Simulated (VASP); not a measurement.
Input of a VASP 6.6.1 run:

Contents of INCAR:

```
SYSTEM = TiAl
PREC = Accurate ; ENCUT = 520
EDIFF = 1E-7 ; ISMEAR = 0
SIGMA = 0.15 ; LREAL = .FALSE.
LASPH = .TRUE. ; NELM = 60
ALGO = Normal ; ISIF = 2
LWAVE = .FALSE. ; LCHARG = .FALSE.
GGA = PS ; NBANDS = 14
```

Contents of KPOINTS:

```
regular mesh
0
G
  18 18 10
  0 0 0
```

File POSCAR:

```
TiAl
1.0
    2.8760000000      0.0000000000      0.0000000000
   -1.4380000000      2.4906890613      0.0000000000
    0.0000000000      0.0000000000      4.2497000000
Ti Al
1 1
Direct
    0.0000000000      0.0000000000      0.0000000000
    0.3333333333      0.6666666667      0.5000000000
```

Potentials or basis: VASP PAW PBE potentials, release 64 (Ti_sv, Al).

Run with:

```bash
$ cat potpaw_PBE.64/Ti_sv/POTCAR potpaw_PBE.64/Al/POTCAR > POTCAR
$ mpirun -np 1 vasp_std > vasp.out
```

**Question.** Estimate the pressure.

**Answer.** 10.4 GPa.

Stress tensor (GPa, compression positive):
```
 5.32  0.00  0.00
 0.00  5.32  0.00
 0.00  0.00 20.40
```

Caveat: the PAW data sets were made with another functional, which shifts forces and pressure a little.
